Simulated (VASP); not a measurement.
Crystal: LiF.

```xyz
2
Lattice="0.0000 2.0048 1.9885 2.0048 0.0000 1.9885 2.0048 2.0048 0.0000" Properties=species:S:1:pos:R:3 pbc="T T T"
Li    0.0000    0.0000    0.0000
F     2.0048    2.0048    1.9885
```

This cell differs from its parent crystal: epitaxial xy strain +0.5%.

Base run:

```yaml
Program: VASP 6.6.1
Functional: PBE
Potentials_or_basis: VASP PAW PBE potentials, release 64 (Li_sv, F)
Cutoff: 520 eV
k_mesh: 10 × 10 × 10
Occupations: fermi-dirac, width 0.02 eV
Spin: no spin polarisation
```

Its results: band gap on the k mesh 9.28 eV, direct.

Q: The run is repeated on the same cell with these changes: functional from PBE to r2SCAN; occupations from fermi-dirac, width 0.02 eV to gaussian, width 0.01 eV. What comes out?

A: Band gap on the k mesh 10.48 eV, direct.

A k mesh can miss the band edges.
